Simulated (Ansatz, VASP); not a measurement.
**VPdC4N4 in VASP and in Ansatz**

Contents of INCAR:

```
ALGO = Normal ; EDIFF = 1E-6
ENCUT = 520 ; GGA = PE
ISIF = 2 ; ISMEAR = 0
ISPIN = 2 ; LASPH = True
LCHARG = False ; LMAXMIX = 4
LORBIT = 11 ; LREAL = False
LWAVE = False ; MAGMOM = 2 0 0 0 0 0 0 0 0 0
NBANDS = 44 ; NELM = 150
PREC = Accurate ; SIGMA = 0.1
```

KPOINTS

```
k-points
0
Gamma
  4 4 4
```

POSCAR

```
VPdC4N4
1.0
    5.9068706000      0.0000000000      0.0000000000
    0.0000000000      5.9068706000      0.0000000000
    0.0000000000      0.0000000000      5.9068706000
V Pd C N
1 1 4 4
Direct
    0.5000000000      0.5000000000      0.5000000000
    0.0000000000      0.0000000000      0.0000000000
    0.1894243000      0.1894243000      0.1894243000
    0.1894243000      0.8105757000      0.8105757000
    0.8105757000      0.1894243000      0.8105757000
    0.8105757000      0.8105757000      0.1894243000
    0.3037826200      0.3037826200      0.3037826200
    0.3037826200      0.6962173800      0.6962173800
    0.6962173800      0.3037826200      0.6962173800
    0.6962173800      0.6962173800      0.3037826200
```

Input for Ansatz:

```yaml
crystal:
  lattice:
    - [5.9068706, 0.0, 0.0]
    - [0.0, 5.9068706, 0.0]
    - [0.0, 0.0, 5.9068706]
  atoms:
    - { symbol: V, position: [0.5, 0.5, 0.5], spin: 2.0 }
    - { symbol: Pd, position: [0.0, 0.0, 0.0] }
    - { symbol: C, position: [0.1894243, 0.1894243, 0.1894243] }
    - { symbol: C, position: [0.1894243, 0.8105757, 0.8105757] }
    - { symbol: C, position: [0.8105757, 0.1894243, 0.8105757] }
    - { symbol: C, position: [0.8105757, 0.8105757, 0.1894243] }
    - { symbol: "N", position: [0.30378262, 0.30378262, 0.30378262] }
    - { symbol: "N", position: [0.30378262, 0.69621738, 0.69621738] }
    - { symbol: "N", position: [0.69621738, 0.30378262, 0.69621738] }
    - { symbol: "N", position: [0.69621738, 0.69621738, 0.30378262] }
basis:
  ecutwfc: 420
kpoints:
  mp_grid: { grid: [4, 4, 4] }
hamiltonian:
  xc: pbe
scf:
  occupations: { method: gaussian, width: 0.1 }
  lower_state_search: "off"
output:
  forces: true
  stress: true
  eigenvalues: true
  populations: true
magnetization:
  spin_polarized: true
```

Alike in both runs: task single point; functional PBE; k mesh 4 × 4 × 4; occupations gaussian, width 0.1 eV; collinear spin.

```csv
,VASP,Ansatz
version,VASP 6.6.1,Ansatz 0.2.0
potentials or method,"VASP PAW PBE potentials, release 64 (V_sv, Pd, C, N), cutoff 520 eV","scalar-relativistic, plane waves, PAW"
valence electrons in the cell,59,67
```

|  | VASP | Ansatz | Ansatz less VASP |
| --- | --- | --- | --- |
| gap on the k mesh at the Fermi level (eV) | none | none | - |
| pressure (GPa) | 1.6 | 1.3 | -0.34 |
| rms of the force components (eV/Å) | 1.362 | 1.210 | -0.1514 |
| net moment per atom (μB) | 0.10 | 0.10 | 0.000 |
| size of the moment on the site where the two differ most (μB) | 1.57 | 1.29 | -0.285 |

Site moments also hang on the region over which each program counts them. Atom by atom the forces differ by 0.187 eV/Å (rms over components). A gap of «none» marks a metal or a gap that the smearing closes. VASP's potentials hold 59 valence electrons a cell and Ansatz's 67, so a difference there can come from the potentials and not from the codes.

Noted on VASP's run: the standard files for N, O and F lose accuracy on very short bonds.
